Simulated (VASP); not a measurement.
A run of VASP 6.6.1:

POSCAR

```
Rh
1.0
    0.0000000000      1.9020837200      1.9020837200
    1.9020837200      0.0000000000      1.9020837200
    1.9020837200      1.9020837200      0.0000000000
Rh
1
Direct
    0.0000000000      0.0000000000      0.0000000000
```

File INCAR.step1:

```
  PREC = Accurate
  ENCUT = 680
  ISMEAR = -1
  SIGMA = 0.15
  LREAL = False
  LASPH = True
  NELM = 120
  NBANDS = 14
  GGA = PE
  ALGO = Normal
  EDIFF = 1E-5
  LWAVE = True
  LCHARG = False
  GGA_COMPAT = False
```

The input INCAR.step2:

```
  PREC = Accurate
  ENCUT = 680
  EDIFF = 1E-6
  ISMEAR = -1
  SIGMA = 0.15
  LREAL = False
  LASPH = True
  NELM = 120
  ALGO = Normal
  ISIF = 2
  LWAVE = False
  LCHARG = False
  METAGGA = R2SCAN
  LMIXTAU = True
  NBANDS = 14
  ISTART = 1
  GGA_COMPAT = False
```

File KPOINTS:

```
regular mesh
0
Gamma
  18 18 18
```

Potentials or basis: VASP PAW PBE potentials, release 64 (Rh_sv_GW).

Launch:

```sh
$ cat potpaw_PBE.64/Rh_sv_GW/POTCAR > POTCAR
$ cp INCAR.step1 INCAR
$ mpirun -np 1 vasp_std > vasp.out
$ cp INCAR.step2 INCAR
$ mpirun -np 1 vasp_std > vasp.out
```

Hardware: 1 thread of AMD EPYC 9R45 96-Core Processor (Zen 5), with other jobs on the host.

Task: Estimate the wall time of this run.

Result: Run time: 2.4 min on 1 thread of AMD EPYC 9R45 96-Core Processor (Zen 5) (shared host), peak memory 0.17 GiB. Counts: k points 195.
